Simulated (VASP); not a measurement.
AlN, 2 atoms in the cell. It takes space group F-43m (No. 216, cubic). Conventional cell: a = 4.370 Å, b = 4.370 Å, c = 4.370 Å, α = 90.00°, β = 90.00°, γ = 90.00°. Al (site symmetry -43m) has 4 N at 1.89 Å within 2.5 Å. Within 2.5 Å of N (site symmetry -43m) lie 4 Al at 1.89 Å. 

* Program: VASP 6.6.1
* Task: relaxation of cell and atoms
* Functional: HSE06
* Potentials or basis: VASP PAW PBE potentials, release 64 (Al, N)
* Cutoff: 600 eV
* k mesh: 6 × 6 × 6
* Occupations: fermi-dirac, width 0.02 eV
* Spin: no spin polarisation
* Dipole correction: no
* Grid for exact exchange (PRECFOCK): Normal
* Further INCAR settings: ALGO = Normal; EDIFF = 1e-07; IBRION = 2; EDIFFG = -0.005; NSW = 80; ISIF = 3
* Share of exact exchange: 0.25
* Screening parameter: 0.2079 1/Å

Potentials or basis: VASP PAW PBE potentials, release 64 (Al, N).

Launch:

```bash
$ cat potpaw_PBE.64/Al/POTCAR potpaw_PBE.64/N/POTCAR > POTCAR
$ cp INCAR.step1 INCAR
$ mpirun -np 1 vasp_std > vasp.out
$ cp INCAR.step2 INCAR
$ mpirun -np 1 vasp_std > vasp.out
```

Hardware: 1 thread of Intel Xeon 8259CL (shared host).

How long does it take, and how much memory?

Run time: 28 min on 1 thread of Intel Xeon 8259CL, with other jobs on the host, peak memory 0.26 GiB. Counts: k points 16, ion steps 3.
